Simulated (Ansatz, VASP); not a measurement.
One calculation of In8O11, two programs

```
In O
1.0
     5.48700    3.16792    9.67333
    -2.74350    1.58396    4.83667
     0.00000   -3.16792    4.83667
In O
8 11
Direct
  0.18350 0.34874 0.35460
  0.06960 0.14347 0.13705
  0.32271 0.63504 0.64297
  0.42886 0.85700 0.86492
  0.67609 0.35641 0.35723
  0.57412 0.14805 0.14258
  0.82395 0.64056 0.64388
  0.93016 0.85417 0.85509
  0.27002 0.94018 0.24660
  0.12429 0.54329 0.95147
  0.22850 0.05174 0.75051
  0.52674 0.75107 0.45723
  0.37478 0.45599 0.03877
  0.77876 0.94305 0.25108
  0.47797 0.24498 0.55738
  0.62176 0.54966 0.94918
  0.72810 0.04517 0.74036
  0.02177 0.74871 0.45754
  0.87916 0.44831 0.04429
```

Alike in both runs: task single point; functional HSE06; k mesh 1 × 1 × 1; no spin polarisation.

|  | VASP | Ansatz |
| --- | --- | --- |
| version | VASP 6.6.1 | Ansatz development build ahead of 0.2.0 |
| potentials or method | VASP PAW PBE potentials, release 64 (In_d, O) | PAW (an earlier, plane waves, scalar-relativistic |
| plane-wave cutoff (eV) | 520 | 930 |
| occupations | gaussian, width 0.01 eV | fixed |

```tsv
	VASP	Ansatz	Ansatz less VASP
gap on the k mesh at the Fermi level (eV)	4.11	4.05	-0.064
least direct gap on the mesh (eV)	4.11	4.05	-0.064
```

The k mesh is coarse, so the values compare programs but aren't converged.
